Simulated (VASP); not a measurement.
Runs of VASP 6.6.1 on Mg2I. The structure is that of space group Fm-3m (No. 225), or close to it. The cells are those of the table. 

```tsv
task	cell	k mesh	cutoff (eV)	gap on the mesh (eV)	pressure (GPa)	relaxed volume (Å³/atom)
single point	a = 5.399 Å, angles 60.0°, 3 atoms	10 × 10 × 10	520	none	0.0	-
single point	a = 5.491 Å, angles 60.0°, 3 atoms	4 × 4 × 4	520	none	0.1	-
relaxation of cell and atoms	relaxed from a = 4.798 Å, angles 60.0°, 3 atoms	4 × 4 × 4	600	none	0.0	39.30
single point	a = 4.798 Å, angles 60.0°, 3 atoms	6 × 6 × 6	520	none	9.9	-
relaxation of cell and atoms	relaxed from a = 5.491 Å, angles 60.0°, 3 atoms	10 × 10 × 10	600	none	0.0	(a)
```

Alike in all rows: level PBE; potentials or basis VASP PAW PBE potentials, release 64 (Mg, I); no spin polarisation; smearing gaussian 0.1 eV.

Problem. Estimate the missing entries.

Solution. (a) 37.16.

Caveats: some runs use coarse meshes; spin-orbit coupling is left out, which moves the levels of the heavy elements; an odd number of electrons without spin polarisation forces a metal; a magnetic or distorted state may lie lower; the volume moved by over 15 % at a fixed basis, so the end points are rough (at least some runs); the cell stands under pressure (at least some runs).

A k mesh can miss the band edges, and the runs leave out spin-orbit coupling on I.

A gap of «none» marks levels without a gap at the run's occupations.
